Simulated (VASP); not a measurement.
# AlO2 (P-6m2) in VASP: notebook

AlO2 is run at these levels: PBE; tasks: relaxation of cell and atoms, single point.

Everything below comes from runs of VASP 6.6.1. Logs are shortened: lines on timing, memory, paths and dates and some standing lists are left out, and cuts for length are marked.

### Step 1. The cell of the first run

It takes space group P-6m2 (No. 187, hexagonal). The conventional cell has a = 2.853 Å, b = 2.853 Å, c = 4.288 Å, α = 90.00°, β = 90.00°, γ = 120.00°. Within 2.6 Å of Al (site symmetry -6m2) lie 6 O at 1.94 Å. O (site symmetry 3m) has 3 Al at 1.94 Å and 2 O at 2.05 to 2.24 Å within 2.6 Å.

### Step 2. Relaxation of cell and atoms, PBE

Contents of INCAR:

```
SYSTEM = AlO2
PREC = Accurate ; ENCUT = 600
EDIFF = 1E-6 ; ISMEAR = 0
SIGMA = 0.1 ; LREAL = .False.
LASPH = .True. ; NELM = 100
ALGO = Normal ; ISIF = 3
LWAVE = .False. ; LCHARG = .False.
GGA = PE ; IBRION = 2
NSW = 100 ; EDIFFG = -0.01
```

Contents of KPOINTS:

```
regular mesh
0
Gamma
  18 18 12
  0 0 0
```

Contents of POSCAR:

```
AlO2
1.0
    2.8527306319      0.0000000000      0.0000000000
   -1.4263653159      2.4705371974      0.0000000000
    0.0000000000      0.0000000000      4.2883408089
Al O
1 2
Direct
    0.3333333333      0.6666666667      0.5000000000
    0.0000000000      0.0000000000      0.2607207340
    0.0000000000      0.0000000000      0.7392792660
```

Potentials or basis: VASP PAW PBE potentials, release 64 (Al, O).

The run is started by

```console
$ cat potpaw_PBE.64/Al/POTCAR potpaw_PBE.64/O/POTCAR > POTCAR
$ mpirun -np 1 vasp_std > vasp.out
```

OUTCAR:

```text
SYSTEM = AlO2
   PREC = Accurate
   ENCUT = 600
   EDIFF = 1E-6
   ISMEAR = 0
   LREAL = .False.
   LASPH = .True.
   NELM = 100
   ISIF = 3
   GGA = PE
   IBRION = 2
   NSW = 100
   EDIFFG = -0.01

 ion  position               nearest neighbor table
   1  0.333  0.667  0.500-   2 1.94   3 1.94   2 1.94   3 1.94   2 1.94   3 1.94
   2  0.000  0.000  0.261-   1 1.94   1 1.94   1 1.94
   3  0.000  0.000  0.739-   1 1.94   1 1.94   1 1.94

  LATTYP: Found a hexagonal cell.
 ALAT       =     2.8527306319
 C/A-ratio  =     1.5032407059

  Lattice vectors:

 A1 = (   2.8527306319,   0.0000000000,   0.0000000000)
 A2 = (  -1.4263653159,   2.4705371974,   0.0000000000)
 A3 = (   0.0000000000,   0.0000000000,   4.2883408089)

Analysis of symmetry for initial positions (statically):
=====================================================================
 Subroutine PRICEL returns:
 Original cell was already a primitive cell.

 Routine SETGRP: Setting up the symmetry group for a
 hexagonal supercell.

 Subroutine GETGRP returns: Found 12 space group operations
 (whereof 12 operations were pure point group operations)
 out of a pool of 24 trial point group operations.

The static configuration has the point symmetry D_3h.

Analysis of symmetry for dynamics (positions and initial velocities):
=====================================================================
 Subroutine PRICEL returns:
 Original cell was already a primitive cell.

 Routine SETGRP: Setting up the symmetry group for a
 hexagonal supercell.

 Subroutine GETGRP returns: Found 12 space group operations
 (whereof 12 operations were pure point group operations)
 out of a pool of 24 trial point group operations.

The dynamic configuration has the point symmetry D_3h.

 Subroutine INISYM returns: Found 12 space group operations
 (whereof 12 operations are pure point group operations),
 and found     1 'primitive' translations

----------------------------------------------------------------------------------------

                                     Primitive cell

  volume of cell :      30.2233

  direct lattice vectors                    reciprocal lattice vectors
     2.852730632  0.000000000  0.000000000     0.350541334  0.202385133  0.000000000
    -1.426365316  2.470537197  0.000000000     0.000000000  0.404770267  0.000000000
[... 101 lines left out ...]
   EFERMI =   0.00;   METHOD = LEGACY
   ISMEAR =     0;   SIGMA  =   0.10  broadening in eV -4-tet -1-fermi 0-gaus
   EFERMI_NEDOS =   21; number of points for ismear=-14 and -15
   IALGO  =     38    algorithm
   IMIX   =      4    mixing-type and parameters
     AMIX     =   0.40;   BMIX     =  1.00
     AMIX_MAG =   1.60;   BMIX_MAG =  1.00
  volume/ion in A,a.u.               =      10.07        67.99
  Fermi-wavevector in a.u.,A,eV,Ry     =   1.296158  2.449384 22.858152  1.680027
  Thomas-Fermi vector in A             =   2.427633
   LORBIT       =      0    0 simple, 1 ext, 2 COOP (PROOUT), +10 PAW based schemes
   GGA     = PE    functional components
   LHFCALC =     F    Hartree Fock is set to
   AEXX    =    0.0000 exact exchange contribution
   IVDW    =     0    specifies the selected vdW correction
   LEPSILON=     F    determine dielectric tensor
   LRPA    =     F    only Hartree local field effects (RPA)
 conjugate gradient relaxation of ions
 non-spin polarized calculation
 Gauss-broadening in eV      SIGMA  =   0.10
  energy-cutoff  :      600.00
  volume of cell :       30.22
 maximum number of plane-waves:      1037
 NGX is ok and might be reduce to    24
   NGX = 11   NGY = 11   NGZ = 17

--------------------------------------- Ionic step        1  -------------------------------------------

 number of electron      15.0000001 magnetization

 Free energy of the ion-electron system (eV)
  ---------------------------------------------------
  ext. energy  EPLUGINS =         0.00000000
  ---------------------------------------------------
  free energy    TOTEN  =       -19.22373151 eV

  energy without entropy =      -19.21895043  energy(sigma->0) =      -19.22134097

------------------------ aborting loop because EDIFF is reached ----------------------------------------

  FORCE on cell =-STRESS in cart. coord.  units (eV):
  Direction    XX          YY          ZZ          XY          YZ          ZX
  --------------------------------------------------------------------------------------
  -------------------------------------------------------------------------------------
  Total        0.0093681      0.0093681     -0.6581826      0.0000000      0.0000000      0.0000000
  in kB        0.4966163      0.4966163    -34.8911713      0.0000000      0.0000000      0.0000000
  external PRESSURE =     -11.2993129 kB  Pullay stress =       0.0000000 kB
[... 209 lines left out ...]
--------------------------------------- Ionic step        7  -------------------------------------------

 number of electron      15.0000002 magnetization

 Free energy of the ion-electron system (eV)
  ---------------------------------------------------
  ext. energy  EPLUGINS =         0.00000000
  ---------------------------------------------------
  free energy    TOTEN  =       -19.23331962 eV

  energy without entropy =      -19.22845368  energy(sigma->0) =      -19.23088665

 E-fermi :   5.1206     XC(G=0): -10.7111

 val. band max:        5.1161206623   @ k =   0.2778   0.1111   0.2500
 cond. band min:       5.1285134199   @ k =   0.3333   0.0556   0.2500
 fundamental gap:      0.0123927575
 Fermi energy:         5.1206323564

 k-point     1 :       0.0000    0.0000    0.0000
  band No.  band energies     occupation
      1     -15.6657      2.00000
      2     -12.2129      2.00000
      3      -2.1644      2.00000
      4       1.9914      2.00000
      5       1.9914      2.00000
      6       3.8060      2.00000
      7       3.8060      2.00000
      8       6.1947      0.00000
      9       8.1238      0.00000
     10      14.8262      0.00000
     11      17.0553      0.00000
[... 309 lines left out ...]
 k-point    24 :       0.3889    0.1111    0.0000
  band No.  band energies     occupation
      1     -14.4784      2.00000
      2     -11.4496      2.00000
      3      -2.4726      2.00000
      4      -1.0333      2.00000
      5       0.6608      2.00000
      6       0.9929      2.00000
      7       2.8898      2.00000
      8       6.3729      0.00000
      9      10.7152      0.00000
     10      13.6764      0.00000
     11      17.0503      0.00000

 [... further k-points ...]
[... 5 lines left out ...]
  --------------------------------------------------------------------------------------
  -------------------------------------------------------------------------------------
  Total       -0.0213956     -0.0213956      0.0261562     -0.0000000      0.0000000      0.0000000
  in kB       -1.1572122     -1.1572122      1.4146967     -0.0000000      0.0000000      0.0000000
  external PRESSURE =      -0.2999093 kB  Pullay stress =       0.0000000 kB
[... 18 lines left out ...]
  FREE ENERGIE OF THE ION-ELECTRON SYSTEM (eV)
  ---------------------------------------------------
  free  energy   TOTEN  =       -19.2333196153 eV

  energy  without entropy=      -19.2284536789  energy(sigma->0) =      -19.23088665

 reached required accuracy - stopping structural energy minimisation
```

CONTCAR:

```text
AlO2
   1.00000000000000
     2.8514973775666470   -0.0000000000000250    0.0000000000000000
    -1.4257486887333668    2.4694691678179752    0.0000000000000000
    -0.0000000000000000    0.0000000000000000    4.2067347109262236
  Al              O
     1     2
Direct
     0.3333333332999970    0.6666666667000030    0.5000000000000000
     0.0000000000000000    1.0000000000000000    0.2558209978183361
     0.0000000000000000    0.0000000000000000    0.7441790021816639

  0.00000000E+00  0.00000000E+00  0.00000000E+00
  0.00000000E+00  0.00000000E+00  0.00000000E+00
  0.00000000E+00  0.00000000E+00  0.00000000E+00
```

It took 6.5 min on 1 thread of AMD EPYC 7R43 (Zen 3), shared host; peak memory 0.2 GiB.

What came out:

```
Free energy                            : -19.2333 eV
Relaxed volume                         : 9.87 Å³/atom
Relaxed cell                           : a = 2.851 Å, b = 2.851 Å, c = 4.207 Å, α = 90.00°, β = 90.00°, γ = 120.00°
Space group after relaxing (to 0.05 Å) : P-6m2 (No. 187)
Energy gained by relaxing              : 3.2 meV/atom
Ionic steps                            : 7
Pressure after relaxing                : 0.0 GPa
Largest force after relaxing           : 0.006 eV/Å
```

Forces on the atoms (eV/Å):
```
Al   0.000  0.000  0.000
O    0.000  0.000 -0.006
O    0.000  0.000  0.006
```

The path:
```csv
step,energy change (eV),largest force (eV/Å),pressure (GPa),volume (Å³)
1,0.0000,0.1317,-1.13,30.22
2,-0.0060,0.2309,-0.14,29.91
3,-0.0069,0.2835,0.56,29.73
4,-0.0094,0.0569,0.01,29.63
5,-0.0095,0.0148,-0.06,29.62
6,-0.0095,0.0201,-0.04,29.62
7,-0.0096,0.0064,-0.03,29.62
```

Final structure:
```yaml
crystal:
  lattice:
    - [2.85150, 0.00000, 0.00000]
    - [-1.42575, 2.46947, 0.00000]
    - [0.00000, 0.00000, 4.20673]
  atoms:
    - { symbol: Al, position: [0.33333, 0.66667, 0.50000] }
    - { symbol: O, position: [0.00000, 0.00000, 0.25582] }
    - { symbol: O, position: [0.00000, 0.00000, 0.74418] }
```

Caveat: an odd number of electrons without spin polarisation forces a metal; a magnetic or distorted state may lie lower.

(Continued in part 2 of 2.)
